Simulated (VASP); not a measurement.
Ge: single point with revPBE

Crystal: Ge.

```
CELL_PARAMETERS angstrom
-1.70113 1.70113 1.70113
1.70113 -1.70113 1.70113
1.70113 1.70113 -1.70113
ATOMIC_POSITIONS crystal
Ge 0.00000 0.00000 0.00000
```

This isn't the form of Ge at room conditions, which is diamond.

```json
{
  "Program": "VASP 6.6.1",
  "Task": "single point",
  "Functional": "revPBE",
  "Potentials or basis": "VASP PAW PBE potentials, release 64 (Ge_d)",
  "Cutoff": "520 eV",
  "k mesh": "15 × 15 × 15",
  "Occupations": "fermi-dirac, width 0.1 eV",
  "Spin": "no spin polarisation",
  "Dipole correction": "no",
  "Further INCAR settings": "ALGO = Normal; EDIFF = 1e-07; NBANDS = 13"
}
```

```json
{
  "Pressure": "-0.4 GPa",
  "Band gap on the k mesh": "zero (bands 7 and 8 overlap by 11.64 eV)"
}
```

Levels at points of the mesh, in eV from the Fermi level:
```csv
k point,band 4,band 5,band 6,band 7,band 8,band 9,band 10,band 11
"(0.00, 0.00, 0.00)",-24.72,-24.72,-12.80,8.77,8.77,8.77,14.59,14.59
```

Run time: 23 s on 1 thread of Intel Xeon 8259CL, with other jobs on the host, peak memory 0.15 GiB.

Caveat: the PAW data sets were made with another functional, which shifts forces and pressure a little.
